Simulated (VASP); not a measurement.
# P (Pm-3m) in VASP: further runs, part 2 of 2

VASP 6.6.1. The steps go on from the part before.

### 3 Single point, RPBE

Contents of INCAR:

```
SYSTEM = P
PREC = Accurate
ENCUT = 500
EDIFF = 1E-6
ISMEAR = -1
SIGMA = 0.1
LREAL = .FALSE.
LASPH = .TRUE.
NELM = 120
ALGO = Normal
ISIF = 2
LWAVE = .FALSE.
LCHARG = .FALSE.
GGA = RP
NBANDS = 8
GGA_COMPAT = .FALSE.
```

Contents of KPOINTS:

```
regular mesh
0
G
  12 12 12
  0 0 0
```

Contents of POSCAR:

```
P
1.0
    2.4562692664      0.0000000000      0.0000000000
    0.0000000000      2.4562692664      0.0000000000
    0.0000000000      0.0000000000      2.4562692664
P
1
Direct
    0.0000000000      0.0000000000      0.0000000000
```

Potentials or basis: VASP PAW PBE potentials, release 64 (P).

On the command line:

```bash
cat potpaw_PBE.64/P/POTCAR > POTCAR
mpirun -np 1 vasp_std > vasp.out
```

OUTCAR:

```text
SYSTEM = P
   PREC = Accurate
   ENCUT = 500
   EDIFF = 1E-6
   ISMEAR = -1
   LREAL = .FALSE.
   LASPH = .TRUE.
   NELM = 120
   ISIF = 2
   GGA = RP

 ion  position               nearest neighbor table
   1  0.000  0.000  0.000-

  LATTYP: Found a simple cubic cell.
 ALAT       =     2.4562692664

  Lattice vectors:

 A1 = (   2.4562692664,   0.0000000000,   0.0000000000)
 A2 = (   0.0000000000,   2.4562692664,   0.0000000000)
 A3 = (   0.0000000000,   0.0000000000,   2.4562692664)

Analysis of symmetry for initial positions (statically):
=====================================================================
 Subroutine PRICEL returns:
 Original cell was already a primitive cell.

 Routine SETGRP: Setting up the symmetry group for a
 simple cubic supercell.

 Subroutine GETGRP returns: Found 48 space group operations
 (whereof 48 operations were pure point group operations)
 out of a pool of 48 trial point group operations.

The static configuration has the point symmetry O_h .

Analysis of symmetry for dynamics (positions and initial velocities):
=====================================================================
 Subroutine PRICEL returns:
 Original cell was already a primitive cell.

 Routine SETGRP: Setting up the symmetry group for a
 simple cubic supercell.

 Subroutine GETGRP returns: Found 48 space group operations
 (whereof 48 operations were pure point group operations)
 out of a pool of 48 trial point group operations.

The dynamic configuration has the point symmetry O_h .

 Subroutine INISYM returns: Found 48 space group operations
 (whereof 48 operations are pure point group operations),
 and found     1 'primitive' translations

----------------------------------------------------------------------------------------

[... 102 lines left out ...]
   NUPDOWN=      -1.0000    fix difference up-down
   EMIN   =  10.00;   EMAX   =-10.00  energy-range for DOS
   EFERMI =   0.00;   METHOD = LEGACY
   ISMEAR =    -1;   SIGMA  =   0.10  broadening in eV -4-tet -1-fermi 0-gaus
   EFERMI_NEDOS =   21; number of points for ismear=-14 and -15
   IALGO  =     38    algorithm
   IMIX   =      4    mixing-type and parameters
     AMIX     =   0.40;   BMIX     =  1.00
     AMIX_MAG =   1.60;   BMIX_MAG =  1.00
  volume/ion in A,a.u.               =      14.82       100.01
  Fermi-wavevector in a.u.,A,eV,Ry     =   1.139696  2.153712 17.672689  1.298906
  Thomas-Fermi vector in A             =   2.276399
   LORBIT       =      0    0 simple, 1 ext, 2 COOP (PROOUT), +10 PAW based schemes
   GGA     = RP    functional components
   LHFCALC =     F    Hartree Fock is set to
   AEXX    =    0.0000 exact exchange contribution
   IVDW    =     0    specifies the selected vdW correction
   LEPSILON=     F    determine dielectric tensor
   LRPA    =     F    only Hartree local field effects (RPA)
 non-spin polarized calculation
  energy-cutoff  :      500.00
  volume of cell :       14.82
 maximum number of plane-waves:       389
 NGX is ok and might be reduce to    18
   NGX =  9   NGY =  9   NGZ =  9

 number of electron       5.0000000 magnetization

 Free energy of the ion-electron system (eV)
  ---------------------------------------------------
  ext. energy  EPLUGINS =         0.00000000
  ---------------------------------------------------
  free energy    TOTEN  =        -4.88234174 eV

  energy without entropy =       -4.86773847  energy(sigma->0) =       -4.87504011

 E-fermi :   9.5135     XC(G=0): -11.1676

 val. band max:        9.4923265204   @ k =   0.4167   0.2500   0.0000
 cond. band min:       9.5927732518   @ k =   0.4167   0.2500   0.0833
 fundamental gap:      0.1004467314
 Fermi energy:         9.5135221584

 k-point     1 :       0.0000    0.0000    0.0000
  band No.  band energies     occupation
      1      -6.8617      2.00000
      2      14.4118      0.00000
      3      14.4118      0.00000
      4      14.4118      0.00000
      5      16.2173      0.00000
      6      16.2173      0.00000
      7      23.6703      0.00000
      8      33.5505      0.00000
[... 243 lines left out ...]
 k-point    24 :       0.4167    0.3333    0.0000
  band No.  band energies     occupation
      1      -0.8901      2.00000
      2       3.9870      2.00000
      3       7.1088      2.00000
      4      13.8152      0.00000
      5      18.5275      0.00000
      6      24.2690      0.00000
      7      25.9221      0.00000
      8      27.8999      0.00000

 [... further k-points ...]
[... 5 lines left out ...]
  --------------------------------------------------------------------------------------
  -------------------------------------------------------------------------------------
  Total       -0.0610851     -0.0610851     -0.0610851      0.0000000     -0.0000000      0.0000000
  in kB       -6.6041706     -6.6041706     -6.6041706      0.0000000     -0.0000000      0.0000000
  external PRESSURE =      -6.6041706 kB  Pullay stress =       0.0000000 kB

 VOLUME and BASIS-vectors are now :
 -----------------------------------------------------------------------------
  energy-cutoff  :      500.00
  volume of cell :       14.82
      direct lattice vectors                 reciprocal lattice vectors
     2.456269266  0.000000000  0.000000000     0.407121489  0.000000000  0.000000000
     0.000000000  2.456269266  0.000000000     0.000000000  0.407121489  0.000000000
     0.000000000  0.000000000  2.456269266     0.000000000  0.000000000  0.407121489

 POSITION                                       TOTAL-FORCE (eV/Angst)
 -----------------------------------------------------------------------------------
      0.00000      0.00000      0.00000         0.000000      0.000000      0.000000
 -----------------------------------------------------------------------------------
    total drift:                               -0.000000      0.000000      0.000000

  FREE ENERGIE OF THE ION-ELECTRON SYSTEM (eV)
  ---------------------------------------------------
  free  energy   TOTEN  =        -4.8823417447 eV

  energy  without entropy=       -4.8677384657  energy(sigma->0) =       -4.87504011
```

It took 7.9 s on 1 thread of Intel Xeon 8259CL, shared host; peak memory 0.11 GiB.

What came out:

```
Free energy : -4.8823 eV
Pressure    : -0.7 GPa
```

Caveat: the PAW data sets were made with another functional, which shifts forces and pressure a little.

### 4 Relaxation of cell and atoms, RPBE

This run uses another cell than the first one, of 16.44 Å³/atom, 1.109 times its volume.

Contents of INCAR:

```
ALGO = Normal
EDIFF = 1E-7
EDIFFG = -0.01
ENCUT = 500
GGA = RP
GGA_COMPAT = F
IBRION = 2
ISIF = 3
ISMEAR = -1
LASPH = T
LCHARG = F
LREAL = F
LWAVE = F
NELM = 120
NELMIN = 4
NSW = 80
PREC = Accurate
SIGMA = 0.1
```

Contents of KPOINTS:

```
k-points
0
Gamma
  12 12 12
```

Contents of POSCAR:

```
P
1.0
    2.5427581381      0.0000000000      0.0000000000
    0.0000000000      2.5427581381      0.0000000000
    0.0000000000      0.0000000000      2.5427581381
P
1
Direct
    0.0000000000      0.0000000000      0.0000000000
```

On the command line:

```bash
cat potpaw_PBE.64/P/POTCAR > POTCAR
mpirun -np 1 vasp_std > vasp.out
```

Wall time 20 s (1 thread of Intel Xeon 8259CL, shared host); peak memory 0.12 GiB.

The run converged. Its results:

- Free energy: -4.8829 eV
- Relaxed volume: 14.73 Å³/atom
- Relaxed cell: a = 2.451 Å, b = 2.451 Å, c = 2.451 Å, α = 90.00°, β = 90.00°, γ = 90.00°
- Space group after relaxing (to 0.05 Å): Pm-3m (No. 221)
- Energy gained by relaxing: 48.2 meV/atom
- Ionic steps: 3
- Pressure after relaxing: -0.1 GPa

Step by step:
```csv
step,energy change (eV),largest force (eV/Å),pressure (GPa),volume (Å³)
1,0.0000,0.0000,-8.49,16.44
2,-0.0468,0.0000,1.77,14.45
3,-0.0482,0.0000,-0.11,14.73
```

Final structure:
```
P
1.0
     2.45125    0.00000    0.00000
     0.00000    2.45125    0.00000
     0.00000    0.00000    2.45125
P
1
Direct
  0.00000 0.00000 0.00000
```

Levels at points of the mesh, in eV from the Fermi level:
```
           k point  band 1  band 2  band 3  band 4  band 5  band 6
(0.00, 0.00, 0.00)  -16.44    4.93    4.93    4.93    6.69    6.69
(0.50, 0.00, 0.00)  -12.18   -8.62    7.71    7.71    9.21   14.20
(0.50, 0.50, 0.00)   -7.55   -5.28   -5.28    1.01   10.30   16.68
(0.50, 0.50, 0.50)   -2.23   -2.23   -2.23   -1.78    4.63    4.63
```

Caveat: the PAW data sets were made with another functional, which shifts forces and pressure a little.

### 5 The runs side by side

```tsv
task	cell	k mesh	cutoff (eV)	gap on the mesh (eV)	pressure (GPa)
single point	a = 2.456 Å, 1 atom	21 × 21 × 21	520	none	-0.2
single point	a = 2.456 Å, 1 atom	12 × 12 × 12	500	none	-0.7
relaxation of cell and atoms	relaxed from a = 2.543 Å, 1 atom	12 × 12 × 12	500	none	-0.1
```

Alike in all rows: level RPBE; potentials or basis VASP PAW PBE potentials, release 64 (P); no spin polarisation; smearing fermi-dirac 0.1 eV.

Caveats: the PAW data sets were made with another functional, which shifts forces and pressure a little.

Total energies depend on the potentials used, so only differences within one code and one set of settings carry meaning.
